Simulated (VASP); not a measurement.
# C (Cmcm) in VASP: single point with PBEsol

Aim: the single point of C with PBEsol.

Everything below comes from runs of VASP 6.6.1. Logs are shortened: lines on timing, memory, paths and dates and some standing lists are left out, and cuts for length are marked.

## 1. The cell of the first run

It takes space group Cmcm (No. 63, orthorhombic). Conventional cell: a = 2.631 Å, b = 4.259 Å, c = 7.246 Å, α = 90.00°, β = 90.00°, γ = 90.00°. Within 1.9 Å of C (site symmetry m2m) lie 3 C at 1.42 to 1.49 Å. Within 1.9 Å of C (site symmetry m2m) lie 3 C at 1.42 to 1.49 Å.

## 2. Single point, PBEsol

File INCAR:

```
SYSTEM = C
PREC     = Accurate       ! precision mode
ENCUT    = 520            ! plane-wave cutoff, eV
EDIFF    = 1E-6           ! SCF threshold, eV
ISMEAR   = 0              ! smearing method
SIGMA    = 0.15           ! smearing width, eV
LREAL    = .False.        ! projectors in reciprocal space
LASPH    = .True.         ! aspherical terms in the spheres
NELM     = 100            ! most SCF steps
ALGO     = Normal         ! electronic algorithm
ISIF     = 2              ! what is computed and relaxed
LWAVE    = .False.        ! write WAVECAR
LCHARG   = .False.        ! write CHGCAR
GGA      = PS             ! functional
NBANDS   = 16             ! bands
```

File KPOINTS:

```
regular mesh
0
Gamma
  18 18 6
  0 0 0
```

File POSCAR:

```
C
1.0
    2.6308443279      0.0000000000      0.0000000000
   -1.3154221640      2.1293252536      0.0000000000
    0.0000000000      0.0000000000      7.2458067263
C
4
Direct
    0.0000000000      0.0000000000      0.0025000000
    0.0000000000      0.0000000000      0.5025000000
    0.3333333333      0.6666666667      0.0025000000
    0.6666666667      0.3333333333      0.5025000000
```

Potentials or basis: VASP PAW PBE potentials, release 64 (C).

Command:

```sh
cat potpaw_PBE.64/C/POTCAR > POTCAR
mpirun -np 1 vasp_std > vasp.out
```

OUTCAR:

```text
SYSTEM = C
   PREC = Accurate
   ENCUT = 520
   EDIFF = 1E-6
   ISMEAR = 0
   LREAL = .False.
   LASPH = .True.
   NELM = 100
   ISIF = 2
   GGA = PS

 ion  position               nearest neighbor table
   1  0.000  0.000  0.002-   3 1.42   3 1.49   3 1.49
   2  0.000  0.000  0.502-   4 1.42   4 1.49   4 1.49
   3  0.333  0.667  0.002-   1 1.42   1 1.49   1 1.49
   4  0.667  0.333  0.502-   2 1.42   2 1.49   2 1.49

  Warning from LATTYP: Monoclinic adjustment (A1->A3, A2->A1, A3->A2)!
  LATTYP: Found a base centered orthorhombic cell.
 ALAT       =     2.6308443279
 B/A-ratio  =     1.6187390725
 C/A-ratio  =     2.7541753989

  Lattice vectors:

 A1 = (   1.3154221640,  -2.1293252536,   0.0000000000)
 A2 = (   1.3154221639,   2.1293252536,   0.0000000000)
 A3 = (   0.0000000000,   0.0000000000,   7.2458067263)

Analysis of symmetry for initial positions (statically):
=====================================================================
 Subroutine PRICEL returns:
 Original cell was already a primitive cell.

 Routine SETGRP: Setting up the symmetry group for a
 base centered orthorhombic supercell.

 Subroutine GETGRP returns: Found  8 space group operations
 (whereof  2 operations were pure point group operations)
 out of a pool of  8 trial point group operations.

The static configuration has the point symmetry C_1h.
 The point group associated with its full space group is D_2h.

Analysis of symmetry for dynamics (positions and initial velocities):
=====================================================================
 Subroutine PRICEL returns:
 Original cell was already a primitive cell.

 Routine SETGRP: Setting up the symmetry group for a
 base centered orthorhombic supercell.

 Subroutine GETGRP returns: Found  8 space group operations
 (whereof  2 operations were pure point group operations)
 out of a pool of  8 trial point group operations.

The dynamic configuration has the point symmetry C_1h.
 The point group associated with its full space group is D_2h.

 Subroutine INISYM returns: Found  8 space group operations
 (whereof  2 operations are pure point group operations),
 and found     1 'primitive' translations

----------------------------------------------------------------------------------------

                                     Primitive cell

  volume of cell :      40.5905

  direct lattice vectors                    reciprocal lattice vectors
     2.630844328  0.000000000  0.000000000     0.380106109  0.234816170  0.000000000
    -1.315422164  2.129325254  0.000000000     0.000000000  0.469632339  0.000000000
     0.000000000  0.000000000  7.245806726     0.000000000  0.000000000  0.138010858

  length of vectors
     2.630844328  2.502870653  7.245806726     0.446787743  0.469632339  0.138010858

  position of ions in fractional coordinates (direct lattice)
     0.000000000  0.000000000  0.002500000
     0.000000000  0.000000000  0.502500000
     0.333333333  0.666666667  0.002500000
     0.666666667  0.333333333  0.502500000

  ion indices of the primitive-cell ions
   primitive index   ion index
                 1           1
                 2           2
                 3           3
                 4           4

----------------------------------------------------------------------------------------

 KPOINTS: regular mesh

Automatic generation of k-mesh.
 Grid dimensions read from file:
 generate k-points for:   18   18    6

 Generating k-lattice:

  Cartesian coordinates                     Fractional coordinates (reciprocal lattice)
     0.021117006  0.013045343  0.000000000     0.055555556  0.000000000  0.000000000
     0.000000000  0.026090686  0.000000000     0.000000000  0.055555556  0.000000000
     0.000000000  0.000000000  0.023001810     0.000000000  0.000000000  0.166666667

  Length of vectors
     0.024821541  0.026090686  0.023001810

  Shift w.r.t. Gamma in fractional coordinates (k-lattice)
     0.000000000  0.000000000  0.000000000

 Subroutine IBZKPT returns following result:
 ===========================================

 Found    364 irreducible k-points:

 Following reciprocal coordinates:
            Coordinates               Weight
  0.000000  0.000000  0.000000      1.000000
  0.055556  0.000000  0.000000      4.000000
  0.111111  0.000000  0.000000      4.000000
  0.166667  0.000000  0.000000      4.000000
  0.222222  0.000000  0.000000      4.000000
  0.277778  0.000000  0.000000      4.000000
[... 16 lines left out ...]
 -0.333333  0.055556  0.000000      4.000000
 -0.277778  0.055556  0.000000      4.000000
 [... further k-points ...]
   k-points           NKPTS =    364   k-points in BZ     NKDIM =    364   number of bands    NBANDS=     16
   number of dos      NEDOS =    301   number of ions     NIONS =      4
   total plane-waves  NPLWV =  21600
   dimension x,y,z NGX =    20 NGY =   20 NGZ =   54
   dimension x,y,z NGXF=    40 NGYF=   40 NGZF=  108
   ions per type =               4
   NGX,Y,Z   is equivalent  to a cutoff of  12.64, 13.28, 12.39 a.u.
   NGXF,Y,Z  is equivalent  to a cutoff of  25.28, 26.57, 24.78 a.u.
 SYSTEM =  C
   PREC   = accura    normal or accurate (medium, high low for compatibility)
   ISTART =      0    job   : 0-new  1-cont  2-samecut
   ICHARG =      2    charge: 1-file 2-atom 10-const
   ISPIN  =      1    spin polarized calculation?
   LNONCOLLINEAR =      F non collinear calculations
   LSORBIT =      F    spin-orbit coupling
   LASPH  =      T    aspherical Exc in radial PAW
   ENCUT  =  520.0 eV  38.22 Ry    6.18 a.u.   4.89  4.65 13.47*2*pi/ulx,y,z
   NELM   =    100;   NELMIN=  2; NELMDL= -5     # of ELM steps
   EDIFF  = 0.1E-05   stopping-criterion for ELM
   LREAL  =      F    real-space projection
   EDIFFG = 0.1E-04   stopping-criterion for IOM
   NSW    =      0    number of steps for IOM
   IBRION =     -1    ionic relax: 0-MD 1-quasi-New 2-CG
   NFREE  =      0    steps in history (QN), initial steepest desc. (CG)
   ISIF   =      2    stress and relaxation
   ISYM   =      2    0-nonsym 1-usesym 2-fastsym
   POTIM  = 0.5000    time-step for ionic-motion
   TEBEG  =    0.0;   TEEND  =   0.0 temperature during run
   PSTRESS=    0.0 pullay stress
   NELECT =      16.0000    total number of electrons
   NUPDOWN=      -1.0000    fix difference up-down
   EMIN   =  10.00;   EMAX   =-10.00  energy-range for DOS
   EFERMI =   0.00;   METHOD = LEGACY
   ISMEAR =     0;   SIGMA  =   0.15  broadening in eV -4-tet -1-fermi 0-gaus
   EFERMI_NEDOS =   21; number of points for ismear=-14 and -15
   IALGO  =     38    algorithm
   IMIX   =      4    mixing-type and parameters
     AMIX     =   0.40;   BMIX     =  1.00
     AMIX_MAG =   1.60;   BMIX_MAG =  1.00
  volume/ion in A,a.u.               =      10.15        68.48
  Fermi-wavevector in a.u.,A,eV,Ry     =   1.200347  2.268327 19.603726  1.440833
  Thomas-Fermi vector in A             =   2.336186
   LORBIT       =      0    0 simple, 1 ext, 2 COOP (PROOUT), +10 PAW based schemes
   GGA     = PS    functional components
   LHFCALC =     F    Hartree Fock is set to
   AEXX    =    0.0000 exact exchange contribution
   IVDW    =     0    specifies the selected vdW correction
   LEPSILON=     F    determine dielectric tensor
   LRPA    =     F    only Hartree local field effects (RPA)
 non-spin polarized calculation
 Gauss-broadening in eV      SIGMA  =   0.15
  energy-cutoff  :      520.00
  volume of cell :       40.59
 maximum number of plane-waves:      1112
   NGX =  9   NGY =  9   NGZ = 27

 number of electron      16.0000000 magnetization

 Free energy of the ion-electron system (eV)
  ---------------------------------------------------
  ext. energy  EPLUGINS =         0.00000000
  ---------------------------------------------------
  free energy    TOTEN  =       -38.09325642 eV

  energy without entropy =      -38.09318982  energy(sigma->0) =      -38.09322312

 E-fermi :   3.4666     XC(G=0):  -9.8296

 val. band max:        3.2301983195   @ k =   0.3333   0.3333   0.0000
 cond. band min:       3.6801175029   @ k =   0.3333   0.3333   0.0000
 fundamental gap:      0.4499191833
 Fermi energy:         3.4666433296

 k-point     1 :       0.0000    0.0000    0.0000
  band No.  band energies     occupation
      1     -15.4056      2.00000
      2     -15.2311      2.00000
      3      -4.2717      2.00000
      4      -2.8774      2.00000
      5       0.3617      2.00000
      6       0.3726      2.00000
[... 8 lines left out ...]
     15      13.7216      0.00000
     16      13.8475      0.00000

 k-point     2 :       0.0556    0.0000    0.0000
  band No.  band energies     occupation
      1     -15.3385      2.00000
      2     -15.1648      2.00000
      3      -4.1916      2.00000
      4      -2.8018      2.00000
      5       0.0733      2.00000
      6       0.0886      2.00000
[... 8 lines left out ...]
     15      13.4891      0.00000
     16      13.6322      0.00000

 k-point     3 :       0.1111    0.0000    0.0000
  band No.  band energies     occupation
      1     -15.1377      2.00000
      2     -14.9663      2.00000
      3      -3.9522      2.00000
      4      -2.5765      2.00000
      5      -0.7656      2.00000
      6      -0.7389      2.00000
[... 8 lines left out ...]
     15      12.8325      0.00000
     16      13.0665      0.00000

 k-point     4 :       0.1667    0.0000    0.0000
  band No.  band energies     occupation
      1     -14.8041      2.00000
      2     -14.6367      2.00000
      3      -3.5563      2.00000
      4      -2.2052      2.00000
      5      -1.9430      2.00000
      6      -1.9033      2.00000
[... 8 lines left out ...]
     15      13.0847      0.00000
     16      13.1453      0.00000
[... 324 lines left out ...]
 k-point    22 :      -0.3889    0.0556    0.0000
  band No.  band energies     occupation
      1     -12.6398      2.00000
      2     -12.4991      2.00000
      3      -6.6172      2.00000
      4      -6.5339      2.00000
      5      -2.2798      2.00000
      6      -2.2477      2.00000
[... 8 lines left out ...]
     15      16.9421      0.00000
     16      18.9229      0.00000

 k-point    23 :      -0.3333    0.0556    0.0000
  band No.  band energies     occupation
      1     -13.3968      2.00000
      2     -13.2462      2.00000
      3      -5.2619      2.00000
      4      -5.1902      2.00000
      5      -1.9577      2.00000
      6      -1.9265      2.00000
[... 8 lines left out ...]
     15      17.0171      0.00000
     16      17.5626      0.00000

 k-point    24 :      -0.2778    0.0556    0.0000
  band No.  band energies     occupation
      1     -14.0404      2.00000
      2     -13.8819      2.00000
      3      -3.8722      2.00000
      4      -3.8137      2.00000
      5      -2.6587      2.00000
      6      -1.5417      2.00000
[... 8 lines left out ...]
     15      15.9779      0.00000
     16      16.0255      0.00000

 [... further k-points ...]

------------------------ aborting loop because EDIFF is reached ----------------------------------------

  FORCE on cell =-STRESS in cart. coord.  units (eV):
  Direction    XX          YY          ZZ          XY          YZ          ZX
  --------------------------------------------------------------------------------------
  -------------------------------------------------------------------------------------
  Total      -14.1060203     -2.0187885      0.0145217      0.0000000      0.0000000      0.0000000
  in kB     -556.7896895    -79.6851716      0.5731985      0.0000000      0.0000000      0.0000000
  external PRESSURE =    -211.9672209 kB  Pullay stress =       0.0000000 kB

 VOLUME and BASIS-vectors are now :
 -----------------------------------------------------------------------------
  energy-cutoff  :      520.00
  volume of cell :       40.59
      direct lattice vectors                 reciprocal lattice vectors
     2.630844328  0.000000000  0.000000000     0.380106109  0.234816170  0.000000000
    -1.315422164  2.129325254  0.000000000     0.000000000  0.469632339  0.000000000
     0.000000000  0.000000000  7.245806726     0.000000000  0.000000000  0.138010858

 POSITION                                       TOTAL-FORCE (eV/Angst)
 -----------------------------------------------------------------------------------
      0.00000      0.00000      0.01811         0.000000     -0.426574      0.000000
      0.00000      0.00000      3.64102        -0.000000      0.426574      0.000000
     -0.00000      1.41955      0.01811        -0.000000      0.429782      0.000000
      1.31542      0.70978      3.64102         0.000000     -0.429782      0.000000
 -----------------------------------------------------------------------------------
    total drift:                                0.000000      0.000000     -0.000010

  FREE ENERGIE OF THE ION-ELECTRON SYSTEM (eV)
  ---------------------------------------------------
  free  energy   TOTEN  =       -38.0932564215 eV

  energy  without entropy=      -38.0931898243  energy(sigma->0) =      -38.09322312
```

It took 2.4 min on 1 thread of Intel Xeon Platinum 8488C (Sapphire Rapids), shared host; peak memory 0.28 GiB.

What came out:

- Free energy: -38.0933 eV
- Pressure: -21.2 GPa
- Largest force: 0.430 eV/Å

Forces on the atoms (eV/Å):
```
C    0.000 -0.427  0.000
C    0.000  0.427  0.000
C    0.000  0.430  0.000
C    0.000 -0.430  0.000
```

Stress tensor (GPa, compression positive):
```
-55.68   0.00   0.00
  0.00  -7.97   0.00
  0.00   0.00   0.06
```

Caveat: the stress differs along the axes, from -56 to 0 GPa; this functional lacks dispersion, which binds layers or chains, so the pressure and a relaxed spacing across them are unreliable; the PAW data sets were made with another functional, which shifts forces and pressure a little.
